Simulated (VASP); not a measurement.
# BN (F-43m) in VASP: a series of runs

Runs on BN. Level: PBE. Tasks: single point.

Program: VASP 6.6.1. These are calculated values, not measurements. Logs are shortened: lines on timing, memory, paths and dates and some standing lists are left out, and cuts for length are marked.

### Step 1. The cell of the first run

It takes space group F-43m (No. 216, cubic). The conventional cell has a = 3.626 Å, b = 3.626 Å, c = 3.626 Å, α = 90.00°, β = 90.00°, γ = 90.00°. Within 2.1 Å of B (site symmetry -43m) lie 4 N at 1.57 Å. Within 2.1 Å of N (site symmetry -43m) lie 4 B at 1.57 Å.

### Step 2. Single point, PBE

The input, INCAR:

```
SYSTEM = BN
ALGO = Normal
EDIFF = 1E-7
ENCUT = 520
GGA = PE
ISIF = 2
ISMEAR = 0
LASPH = .TRUE.
LCHARG = .FALSE.
LREAL = .FALSE.
LWAVE = .FALSE.
NBANDS = 11
NELM = 60
PREC = Accurate
SIGMA = 0.05
```

The input, KPOINTS:

```
k-points
0
G
  12 12 12
  0 0 0
```

The input, POSCAR:

```
BN
1.0
    0.0000000000      1.8130010000      1.8130010000
    1.8130010000      0.0000000000      1.8130010000
    1.8130010000      1.8130010000      0.0000000000
B N
1 1
Direct
    0.0000000000      0.0000000000      0.0000000000
    0.7500000000      0.7500000000      0.7500000000
```

Potentials or basis: VASP PAW PBE potentials, release 64 (B, N).

Started as:

```sh
cat potpaw_PBE.64/B/POTCAR potpaw_PBE.64/N/POTCAR > POTCAR
mpirun -np 1 vasp_std > vasp.out
```

OUTCAR:

```text
SYSTEM = BN
   EDIFF = 1E-7
   ENCUT = 520
   GGA = PE
   ISIF = 2
   ISMEAR = 0
   LASPH = .TRUE.
   LREAL = .FALSE.
   NELM = 60
   PREC = Accurate

 ion  position               nearest neighbor table
   1  0.000  0.000  0.000-   2 1.57   2 1.57   2 1.57   2 1.57
   2  0.750  0.750  0.750-   1 1.57   1 1.57   1 1.57   1 1.57

  LATTYP: Found a face centered cubic cell.
 ALAT       =     3.6260020000

  Lattice vectors:

 A1 = (   0.0000000000,   1.8130010000,   1.8130010000)
 A2 = (   1.8130010000,   0.0000000000,   1.8130010000)
 A3 = (   1.8130010000,   1.8130010000,   0.0000000000)

Analysis of symmetry for initial positions (statically):
=====================================================================
 Subroutine PRICEL returns:
 Original cell was already a primitive cell.

 Routine SETGRP: Setting up the symmetry group for a
 face centered cubic supercell.

 Subroutine GETGRP returns: Found 24 space group operations
 (whereof 24 operations were pure point group operations)
 out of a pool of 48 trial point group operations.

The static configuration has the point symmetry T_d .

Analysis of symmetry for dynamics (positions and initial velocities):
=====================================================================
 Subroutine PRICEL returns:
 Original cell was already a primitive cell.

 Routine SETGRP: Setting up the symmetry group for a
 face centered cubic supercell.

 Subroutine GETGRP returns: Found 24 space group operations
 (whereof 24 operations were pure point group operations)
 out of a pool of 48 trial point group operations.

The dynamic configuration has the point symmetry T_d .

 Subroutine INISYM returns: Found 24 space group operations
 (whereof 24 operations are pure point group operations),
 and found     1 'primitive' translations

----------------------------------------------------------------------------------------

                                     Primitive cell

  volume of cell :      11.9186

  direct lattice vectors                    reciprocal lattice vectors
     0.000000000  1.813001000  1.813001000    -0.275785838  0.275785838  0.275785838
     1.813001000  0.000000000  1.813001000     0.275785838 -0.275785838  0.275785838
     1.813001000  1.813001000  0.000000000     0.275785838  0.275785838 -0.275785838

  length of vectors
     2.563970603  2.563970603  2.563970603     0.477675083  0.477675083  0.477675083

  position of ions in fractional coordinates (direct lattice)
     0.000000000  0.000000000  0.000000000
     0.750000000  0.750000000  0.750000000

  ion indices of the primitive-cell ions
   primitive index   ion index
                 1           1
                 2           2

----------------------------------------------------------------------------------------

 KPOINTS: k-points

Automatic generation of k-mesh.
 Grid dimensions read from file:
 generate k-points for:   12   12   12

 Generating k-lattice:

  Cartesian coordinates                     Fractional coordinates (reciprocal lattice)
    -0.022982153  0.022982153  0.022982153     0.083333333  0.000000000  0.000000000
     0.022982153 -0.022982153  0.022982153     0.000000000  0.083333333  0.000000000
     0.022982153  0.022982153 -0.022982153     0.000000000  0.000000000  0.083333333

  Length of vectors
     0.039806257  0.039806257  0.039806257

  Shift w.r.t. Gamma in fractional coordinates (k-lattice)
     0.000000000  0.000000000  0.000000000

 Subroutine IBZKPT returns following result:
 ===========================================

 Found     72 irreducible k-points:

 Following reciprocal coordinates:
            Coordinates               Weight
  0.000000  0.000000  0.000000      1.000000
  0.083333  0.000000  0.000000      8.000000
  0.166667  0.000000  0.000000      8.000000
  0.250000  0.000000  0.000000      8.000000
  0.333333  0.000000  0.000000      8.000000
  0.416667  0.000000  0.000000      8.000000
[... 16 lines left out ...]
  0.500000  0.166667  0.000000     24.000000
 -0.416667  0.166667  0.000000     24.000000
 [... further k-points ...]
   k-points           NKPTS =     72   k-points in BZ     NKDIM =     72   number of bands    NBANDS=     11
   number of dos      NEDOS =    301   number of ions     NIONS =      2
   total plane-waves  NPLWV =   8000
   dimension x,y,z NGX =    20 NGY =   20 NGZ =   20
   dimension x,y,z NGXF=    40 NGYF=   40 NGZF=   40
   ions per type =               1   1
   NGX,Y,Z   is equivalent  to a cutoff of  12.97, 12.97, 12.97 a.u.
   NGXF,Y,Z  is equivalent  to a cutoff of  25.94, 25.94, 25.94 a.u.
 SYSTEM =  BN
   PREC   = accura    normal or accurate (medium, high low for compatibility)
   ISTART =      0    job   : 0-new  1-cont  2-samecut
   ICHARG =      2    charge: 1-file 2-atom 10-const
   ISPIN  =      1    spin polarized calculation?
   LNONCOLLINEAR =      F non collinear calculations
   LSORBIT =      F    spin-orbit coupling
   LASPH  =      T    aspherical Exc in radial PAW
   ENCUT  =  520.0 eV  38.22 Ry    6.18 a.u.   4.77  4.77  4.77*2*pi/ulx,y,z
   NELM   =     60;   NELMIN=  2; NELMDL= -5     # of ELM steps
   EDIFF  = 0.1E-06   stopping-criterion for ELM
   LREAL  =      F    real-space projection
   EDIFFG = 0.1E-05   stopping-criterion for IOM
   NSW    =      0    number of steps for IOM
   IBRION =     -1    ionic relax: 0-MD 1-quasi-New 2-CG
   NFREE  =      0    steps in history (QN), initial steepest desc. (CG)
   ISIF   =      2    stress and relaxation
   ISYM   =      2    0-nonsym 1-usesym 2-fastsym
   POTIM  = 0.5000    time-step for ionic-motion
   TEBEG  =    0.0;   TEEND  =   0.0 temperature during run
   PSTRESS=    0.0 pullay stress
   NELECT =       8.0000    total number of electrons
   NUPDOWN=      -1.0000    fix difference up-down
   EMIN   =  10.00;   EMAX   =-10.00  energy-range for DOS
   EFERMI =   0.00;   METHOD = LEGACY
   ISMEAR =     0;   SIGMA  =   0.05  broadening in eV -4-tet -1-fermi 0-gaus
   EFERMI_NEDOS =   21; number of points for ismear=-14 and -15
   IALGO  =     38    algorithm
   IMIX   =      4    mixing-type and parameters
     AMIX     =   0.40;   BMIX     =  1.00
     AMIX_MAG =   1.60;   BMIX_MAG =  1.00
  volume/ion in A,a.u.               =       5.96        40.22
  Fermi-wavevector in a.u.,A,eV,Ry     =   1.433387  2.708709 27.954506  2.054598
  Thomas-Fermi vector in A             =   2.552911
   LORBIT       =      0    0 simple, 1 ext, 2 COOP (PROOUT), +10 PAW based schemes
   GGA     = PE    functional components
   LHFCALC =     F    Hartree Fock is set to
   AEXX    =    0.0000 exact exchange contribution
   IVDW    =     0    specifies the selected vdW correction
   LEPSILON=     F    determine dielectric tensor
   LRPA    =     F    only Hartree local field effects (RPA)
 non-spin polarized calculation
 Gauss-broadening in eV      SIGMA  =   0.05
  energy-cutoff  :      520.00
  volume of cell :       11.92
 maximum number of plane-waves:       332
   NGX =  9   NGY =  9   NGZ =  9

 number of electron       7.9999999 magnetization

 Free energy of the ion-electron system (eV)
  ---------------------------------------------------
  ext. energy  EPLUGINS =         0.00000000
  ---------------------------------------------------
  free energy    TOTEN  =       -17.45102136 eV

  energy without entropy =      -17.45102136  energy(sigma->0) =      -17.45102136

 E-fermi :   7.5798     XC(G=0): -12.7771

 val. band max:        7.2910605274   @ k =   0.0000   0.0000   0.0000
 cond. band min:      11.7407113121   @ k =   0.5000   0.5000   0.0000
 fundamental gap:      4.4496507847
 Fermi energy:         7.5798008461

 k-point     1 :       0.0000    0.0000    0.0000
  band No.  band energies     occupation
      1     -12.8363      2.00000
      2       7.2911      2.00000
      3       7.2911      2.00000
      4       7.2911      2.00000
      5      16.0675      0.00000
      6      16.0675      0.00000
      7      16.0675      0.00000
      8      17.4925      0.00000
      9      31.8724      0.00000
     10      34.9486      0.00000
     11      34.9486      0.00000

 k-point     2 :       0.0833    0.0000    0.0000
  band No.  band energies     occupation
      1     -12.6685      2.00000
      2       6.3841      2.00000
      3       7.1122      2.00000
      4       7.1122      2.00000
      5      16.2637      0.00000
      6      16.3389      0.00000
      7      16.3389      0.00000
      8      18.0634      0.00000
      9      31.6887      0.00000
     10      32.7548      0.00000
     11      32.7548      0.00000

 k-point     3 :       0.1667    0.0000    0.0000
  band No.  band energies     occupation
      1     -12.1714      2.00000
      2       4.2979      2.00000
      3       6.6767      2.00000
      4       6.6767      2.00000
      5      16.5568      0.00000
      6      16.9701      0.00000
      7      16.9701      0.00000
      8      19.4011      0.00000
      9      31.1667      0.00000
     10      31.2095      0.00000
     11      31.2095      0.00000

 k-point     4 :       0.2500    0.0000    0.0000
  band No.  band energies     occupation
      1     -11.3689      2.00000
      2       1.8489      2.00000
      3       6.1736      2.00000
      4       6.1736      2.00000
      5      16.8421      0.00000
      6      17.5746      0.00000
      7      17.5746      0.00000
      8      20.7418      0.00000
      9      30.6257      0.00000
     10      30.8051      0.00000
     11      30.8051      0.00000
[... 239 lines left out ...]
 k-point    22 :       0.4167    0.1667    0.0000
  band No.  band energies     occupation
      1      -9.4373      2.00000
      2      -0.8256      2.00000
      3       4.1781      2.00000
      4       4.3639      2.00000
      5      15.7517      0.00000
      6      19.6016      0.00000
      7      20.0968      0.00000
      8      20.9634      0.00000
      9      27.5721      0.00000
     10      33.3474      0.00000
     11      35.5660      0.00000

 k-point    23 :       0.5000    0.1667    0.0000
  band No.  band energies     occupation
      1      -8.4838      2.00000
      2      -2.3635      2.00000
      3       3.5970      2.00000
      4       4.4357      2.00000
      5      16.1076      0.00000
      6      19.5313      0.00000
      7      19.8575      0.00000
      8      22.2553      0.00000
      9      27.9462      0.00000
     10      33.5189      0.00000
     11      34.7704      0.00000

 k-point    24 :      -0.4167    0.1667    0.0000
  band No.  band energies     occupation
      1      -8.3021      2.00000
      2      -2.6279      2.00000
      3       3.1986      2.00000
      4       4.7476      2.00000
      5      16.5580      0.00000
      6      19.3841      0.00000
      7      19.4655      0.00000
      8      22.8632      0.00000
      9      28.2329      0.00000
     10      32.5295      0.00000
     11      33.7892      0.00000

 [... further k-points ...]
[... 5 lines left out ...]
  --------------------------------------------------------------------------------------
  -------------------------------------------------------------------------------------
  Total       -0.0125740     -0.0125740     -0.0125740     -0.0000000      0.0000000      0.0000000
  in kB       -1.6902831     -1.6902831     -1.6902831     -0.0000000      0.0000000      0.0000000
  external PRESSURE =      -1.6902831 kB  Pullay stress =       0.0000000 kB

 VOLUME and BASIS-vectors are now :
 -----------------------------------------------------------------------------
  energy-cutoff  :      520.00
  volume of cell :       11.92
      direct lattice vectors                 reciprocal lattice vectors
     0.000000000  1.813001000  1.813001000    -0.275785838  0.275785838  0.275785838
     1.813001000  0.000000000  1.813001000     0.275785838 -0.275785838  0.275785838
     1.813001000  1.813001000  0.000000000     0.275785838  0.275785838 -0.275785838

 POSITION                                       TOTAL-FORCE (eV/Angst)
 -----------------------------------------------------------------------------------
      0.00000      0.00000      0.00000         0.000000      0.000000      0.000000
      2.71950      2.71950      2.71950        -0.000000     -0.000000     -0.000000
 -----------------------------------------------------------------------------------
    total drift:                               -0.000000     -0.000000     -0.000000

  FREE ENERGIE OF THE ION-ELECTRON SYSTEM (eV)
  ---------------------------------------------------
  free  energy   TOTEN  =       -17.4510213562 eV

  energy  without entropy=      -17.4510213562  energy(sigma->0) =      -17.45102136
```

It took 6.8 s on 1 thread of Intel Xeon Platinum 8488C (Sapphire Rapids), shared host; peak memory 0.12 GiB.

Results:

- Free energy: -17.4510 eV
- Pressure: -0.2 GPa
- Band gap on the k mesh: 4.45 eV, indirect (least direct gap 8.78 eV)

Levels at points of the mesh, in eV from the valence-band top:
```csv
k point,band 1,band 2,band 3,band 4,band 5,band 6,band 7,band 8
"(0.00, 0.00, 0.00)",-20.13,0.00,0.00,0.00,8.78,8.78,8.78,10.20
"(0.50, 0.00, 0.00)",-15.95,-10.61,-1.92,-1.92,10.03,10.66,10.66,15.16
"(0.50, 0.50, 0.00)",-14.60,-8.86,-4.86,-4.86,4.45,9.18,17.78,17.78
```

A k mesh can miss the band edges. As with any semilocal functional, this PBE gap is likely too small.

[end of part 1 of 2]
